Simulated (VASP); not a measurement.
# GaN in VASP: notebook, part 2 of 2

VASP 6.6.1. The steps go on from the part before.

### Step 3. Single point, r2SCAN (strained)

Input file POSCAR:

```
GaN
1.0
    0.0000000000      2.1180463582      2.1180463582
    2.1180463582      0.0000000000      2.1180463582
    2.2034557582      2.2034557582     -0.0854094000
Ga N
1 1
Direct
    0.0000000000      0.0000000000      0.0000000000
    0.5000000000      0.5000000000      0.5000000000
```

Input file INCAR.step1:

```
PREC = Accurate
ENCUT = 520
ISMEAR = 0
SIGMA = 0.02
LREAL = F
LASPH = T
NELM = 60
NBANDS = 16
GGA = PE
ALGO = Normal
EDIFF = 1E-4
LWAVE = T
LCHARG = F
```

Input file INCAR.step2:

```
PREC = Accurate
ENCUT = 520
EDIFF = 1E-6
ISMEAR = 0
SIGMA = 0.02
LREAL = F
LASPH = T
NELM = 60
ALGO = Normal
ISIF = 2
LWAVE = F
LCHARG = T
METAGGA = R2SCAN
LMIXTAU = T
LELF = T
LVHAR = T
NBANDS = 16
ISTART = 1
```

Input file KPOINTS:

```
Automatic mesh
0
Gamma
  12 12 12
```

Potentials or basis: VASP PAW PBE potentials, release 64 (Ga_d, N).

The run is started by

```console
$ cat potpaw_PBE.64/Ga_d/POTCAR potpaw_PBE.64/N/POTCAR > POTCAR
$ cp INCAR.step1 INCAR
$ mpirun -np 1 vasp_std > vasp.out
$ cp INCAR.step2 INCAR
$ mpirun -np 1 vasp_std > vasp.out
```

OUTCAR:

```text
PREC = Accurate
   ENCUT = 520
   EDIFF = 1E-6
   ISMEAR = 0
   LREAL = F
   LASPH = T
   NELM = 60
   ISIF = 2
   METAGGA = R2SCAN
   ISTART = 1

 ion  position               nearest neighbor table
   1  0.000  0.000  0.000-   2 2.16   2 2.16   2 2.16   2 2.16   2 2.16   2 2.16
   2  0.500  0.500  0.500-   1 2.16   1 2.16   1 2.16   1 2.16   1 2.16   1 2.16

  LATTYP: Found a trigonal (rhomboedric) cell.
 ALAT       =     3.1173272722
 COS(alpha) =     0.5383571381

  Lattice vectors:

 A1 = (   2.2034557582,   0.0854094000,  -2.2034557582)
 A2 = (   0.0854094000,   2.2034557582,  -2.2034557582)
 A3 = (   2.2034557582,   2.2034557582,  -0.0854094000)

Analysis of symmetry for initial positions (statically):
=====================================================================
 Subroutine PRICEL returns:
 Original cell was already a primitive cell.

 Routine SETGRP: Setting up the symmetry group for a
 trigonal (rhombohedral) supercell.

 Subroutine GETGRP returns: Found 12 space group operations
 (whereof 12 operations were pure point group operations)
 out of a pool of 12 trial point group operations.

The static configuration has the point symmetry D_3d.

Analysis of symmetry for dynamics (positions and initial velocities):
=====================================================================
 Subroutine PRICEL returns:
 Original cell was already a primitive cell.

 Routine SETGRP: Setting up the symmetry group for a
 trigonal (rhombohedral) supercell.

 Subroutine GETGRP returns: Found 12 space group operations
 (whereof 12 operations were pure point group operations)
 out of a pool of 12 trial point group operations.

The dynamic configuration has the point symmetry D_3d.

 Subroutine INISYM returns: Found 12 space group operations
 (whereof 12 operations are pure point group operations),
 and found     1 'primitive' translations

----------------------------------------------------------------------------------------

                                     Primitive cell

  volume of cell :      20.1531

  direct lattice vectors                    reciprocal lattice vectors
     0.000000000  2.118046358  2.118046358    -0.231578427  0.240554770  0.231578427
     2.118046358  0.000000000  2.118046358     0.240554770 -0.231578427  0.231578427
     2.203455758  2.203455758 -0.085409400     0.222602084  0.222602084 -0.222602084

  length of vectors
     2.995369886  2.995369886  3.117327272     0.406354197  0.406354197  0.385558120

  position of ions in fractional coordinates (direct lattice)
     0.000000000  0.000000000  0.000000000
     0.500000000  0.500000000  0.500000000

  ion indices of the primitive-cell ions
   primitive index   ion index
                 1           1
                 2           2

----------------------------------------------------------------------------------------

 KPOINTS: Automatic mesh

Automatic generation of k-mesh.
 Grid dimensions read from file:
 generate k-points for:   12   12   12

 Generating k-lattice:

  Cartesian coordinates                     Fractional coordinates (reciprocal lattice)
    -0.019298202  0.020046231  0.019298202     0.083333333  0.000000000  0.000000000
     0.020046231 -0.019298202  0.019298202     0.000000000  0.083333333  0.000000000
     0.018550174  0.018550174 -0.018550174     0.000000000  0.000000000  0.083333333

  Length of vectors
     0.033862850  0.033862850  0.032129843

  Shift w.r.t. Gamma in fractional coordinates (k-lattice)
     0.000000000  0.000000000  0.000000000

 Subroutine IBZKPT returns following result:
 ===========================================

 Found    189 irreducible k-points:

 Following reciprocal coordinates:
            Coordinates               Weight
  0.000000  0.000000  0.000000      1.000000
  0.083333  0.000000 -0.000000      6.000000
  0.166667  0.000000 -0.000000      6.000000
  0.250000  0.000000 -0.000000      6.000000
  0.333333  0.000000  0.000000      6.000000
  0.416667  0.000000 -0.000000      6.000000
[... 16 lines left out ...]
  0.500000  0.166667 -0.000000     12.000000
 -0.416667  0.166667  0.000000     12.000000
 [... further k-points ...]
   k-points           NKPTS =    189   k-points in BZ     NKDIM =    189   number of bands    NBANDS=     16
   number of dos      NEDOS =    301   number of ions     NIONS =      2
   total plane-waves  NPLWV =  13824
   dimension x,y,z NGX =    24 NGY =   24 NGZ =   24
   dimension x,y,z NGXF=    48 NGYF=   48 NGZF=   48
   ions per type =               1   1
   NGX,Y,Z   is equivalent  to a cutoff of  13.32, 13.32, 12.80 a.u.
   NGXF,Y,Z  is equivalent  to a cutoff of  26.64, 26.64, 25.60 a.u.
 SYSTEM =  unknown system
   PREC   = accura    normal or accurate (medium, high low for compatibility)
   ISTART =      1    job   : 0-new  1-cont  2-samecut
   ICHARG =      0    charge: 1-file 2-atom 10-const
   ISPIN  =      1    spin polarized calculation?
   LNONCOLLINEAR =      F non collinear calculations
   LSORBIT =      F    spin-orbit coupling
   LASPH  =      T    aspherical Exc in radial PAW
   ENCUT  =  520.0 eV  38.22 Ry    6.18 a.u.   5.57  5.57  5.80*2*pi/ulx,y,z
   NELM   =     60;   NELMIN=  2; NELMDL=  0     # of ELM steps
   EDIFF  = 0.1E-05   stopping-criterion for ELM
   LREAL  =      F    real-space projection
   EDIFFG = 0.1E-04   stopping-criterion for IOM
   NSW    =      0    number of steps for IOM
   IBRION =     -1    ionic relax: 0-MD 1-quasi-New 2-CG
   NFREE  =      0    steps in history (QN), initial steepest desc. (CG)
   ISIF   =      2    stress and relaxation
   ISYM   =      2    0-nonsym 1-usesym 2-fastsym
   POTIM  = 0.5000    time-step for ionic-motion
   TEBEG  =    0.0;   TEEND  =   0.0 temperature during run
   PSTRESS=    0.0 pullay stress
   NELECT =      18.0000    total number of electrons
   NUPDOWN=      -1.0000    fix difference up-down
   EMIN   =  10.00;   EMAX   =-10.00  energy-range for DOS
   EFERMI =   0.00;   METHOD = LEGACY
   ISMEAR =     0;   SIGMA  =   0.02  broadening in eV -4-tet -1-fermi 0-gaus
   EFERMI_NEDOS =   21; number of points for ismear=-14 and -15
   IALGO  =     38    algorithm
   IMIX   =      4    mixing-type and parameters
     AMIX     =   0.40;   BMIX     =  1.00
     AMIX_MAG =   1.60;   BMIX_MAG =  1.00
  volume/ion in A,a.u.               =      10.08        68.00
  Fermi-wavevector in a.u.,A,eV,Ry     =   1.576589  2.979321 33.819079  2.485632
  Thomas-Fermi vector in A             =   2.677399
   LORBIT       =      0    0 simple, 1 ext, 2 COOP (PROOUT), +10 PAW based schemes
   METAGGA = R2SCAN    functional components
   LHFCALC =     F    Hartree Fock is set to
   AEXX    =    0.0000 exact exchange contribution
   IVDW    =     0    specifies the selected vdW correction
   LEPSILON=     F    determine dielectric tensor
   LRPA    =     F    only Hartree local field effects (RPA)
 non-spin polarized calculation
 Gauss-broadening in eV      SIGMA  =   0.02
  energy-cutoff  :      520.00
  volume of cell :       20.15
 maximum number of plane-waves:       568
 NGX is ok and might be reduce to    24
   NGX = 11   NGY = 11   NGZ = 11

 number of electron      18.0000004 magnetization

 Free energy of the ion-electron system (eV)
  ---------------------------------------------------
  ext. energy  EPLUGINS =         0.00000000
  ---------------------------------------------------
  free energy    TOTEN  =       -20.85206716 eV

  energy without entropy =      -20.85206716  energy(sigma->0) =      -20.85206716

 E-fermi :   7.1552     XC(G=0): -13.7604

 val. band max:        7.0710024596   @ k =  -0.1667   0.0000   0.1667
 cond. band min:       7.5047165773   @ k =   0.5000   0.5000   0.0000
 fundamental gap:      0.4337141177
 Fermi energy:         7.1552299569

 k-point     1 :       0.0000    0.0000    0.0000
  band No.  band energies     occupation
      1     -10.5501      2.00000
      2      -7.6035      2.00000
      3      -7.6035      2.00000
      4      -7.5946      2.00000
      5      -7.5117      2.00000
      6      -7.5116      2.00000
[... 8 lines left out ...]
     15      22.9445      0.00000
     16      22.9446      0.00000
[... 419 lines left out ...]
 k-point    24 :      -0.4167    0.1667    0.0000
  band No.  band energies     occupation
      1      -8.4470      2.00000
      2      -7.7165      2.00000
      3      -7.6647      2.00000
      4      -7.5163      2.00000
      5      -7.4075      2.00000
      6      -6.5263      2.00000
[... 8 lines left out ...]
     15      27.3529      0.00000
     16      28.9262      0.00000

 [... further k-points ...]

------------------------ aborting loop because EDIFF is reached ----------------------------------------

  FORCE on cell =-STRESS in cart. coord.  units (eV):
  Direction    XX          YY          ZZ          XY          YZ          ZX
  --------------------------------------------------------------------------------------
  -------------------------------------------------------------------------------------
  Total       -1.7429446     -1.7429446     -1.7429446     -1.1027336      1.1027336      1.1027336
  in kB     -138.5646569   -138.5646569   -138.5646569    -87.6676748     87.6676748     87.6676748
  external PRESSURE =    -138.5646569 kB  Pullay stress =       0.0000000 kB

 VOLUME and BASIS-vectors are now :
 -----------------------------------------------------------------------------
  energy-cutoff  :      520.00
  volume of cell :       20.15
      direct lattice vectors                 reciprocal lattice vectors
     0.000000000  2.118046358  2.118046358    -0.231578427  0.240554770  0.231578427
     2.118046358  0.000000000  2.118046358     0.240554770 -0.231578427  0.231578427
     2.203455758  2.203455758 -0.085409400     0.222602084  0.222602084 -0.222602084

 POSITION                                       TOTAL-FORCE (eV/Angst)
 -----------------------------------------------------------------------------------
      0.00000      0.00000      0.00000         0.000000      0.000000     -0.000000
      2.16075      2.16075      2.07534         0.000000      0.000000      0.000000
 -----------------------------------------------------------------------------------
    total drift:                                0.000000     -0.000000     -0.000000

  FREE ENERGIE OF THE ION-ELECTRON SYSTEM (eV)
  ---------------------------------------------------
  free  energy   TOTEN  =       -20.8520671556 eV

  energy  without entropy=      -20.8520671556  energy(sigma->0) =      -20.85206716
```

Wall time 3.5 min (1 thread of Intel Xeon 8259CL, shared host); peak memory 0.19 GiB.

Results:

* Free energy: -20.8521 eV
* Pressure: -13.9 GPa
* Band gap on the k mesh: 0.43 eV, indirect (least direct gap 2.11 eV)

Stress tensor (GPa, compression positive):
```
-13.86  -8.77   8.77
 -8.77 -13.86   8.77
  8.77   8.77 -13.86
```

Caveat: the cell differs from its parent crystal (strained); the PAW data sets were made with another functional, which shifts forces and pressure a little. A k mesh can miss the band edges.
